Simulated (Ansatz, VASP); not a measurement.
# One calculation of PbO, two programs

File INCAR:

```
PREC = Accurate ; ENCUT = 600
EDIFF = 1E-6 ; ISMEAR = 0
SIGMA = 0.01 ; LREAL = F
LASPH = T ; NELM = 120
ALGO = Normal ; ISIF = 2
LWAVE = F ; LCHARG = F
GGA = PS ; IVDW = 13
NBANDS = 17 ; GGA_COMPAT = F
```

The input KPOINTS:

```
Automatic mesh
0
Gamma
  6 6 6
```

POSCAR

```
PbO
1.0
    0.0000000000      2.7987768025      2.7987768025
    2.7987768025      0.0000000000      2.7987768025
    2.7987768025      2.7987768025      0.0000000000
Pb O
1 1
Direct
    0.0000000000      0.0000000000      0.0000000000
    0.2500000000      0.2500000000      0.2500000000
```

Input for Ansatz:

```yaml
crystal:
  lattice:
    - [0.0, 2.7987768025, 2.7987768025]
    - [2.7987768025, 0.0, 2.7987768025]
    - [2.7987768025, 2.7987768025, 0.0]
  atoms:
    - { symbol: Pb, position: [0.0, 0.0, 0.0] }
    - { symbol: O, position: [0.25, 0.25, 0.25] }
kpoints:
  mp_grid: { grid: [6, 6, 6] }
hamiltonian:
  xc: pbesol
  dispersion: d4
scf:
  occupations: { method: fixed }
  n_extra_bands: 4
output:
  forces: true
  stress: true
  eigenvalues: true
```

Alike in both runs: task single point; functional PBEsol; dispersion D4; k mesh 6 × 6 × 6; no spin polarisation.

```csv
,VASP,Ansatz
version,VASP 6.6.1,Ansatz 0.2.0
potentials or method,"VASP PAW PBE potentials, release 64 (Pb_d, O)",plane waves
plane-wave cutoff (eV),600,420
occupations,"gaussian, width 0.01 eV",fixed
valence electrons in the cell,20,20
```

|  | VASP | Ansatz | Ansatz less VASP |
| --- | --- | --- | --- |
| gap on the k mesh at the Fermi level (eV) | 0.39 | 0.39 | -0.001 |
| pressure (GPa) | 0.7 | 0.7 | +0.02 |

VASP's potentials were made for PBE, not for PBEsol. Ansatz's warnings: dispersion switch in reach.

Neither program's run includes spin-orbit coupling.
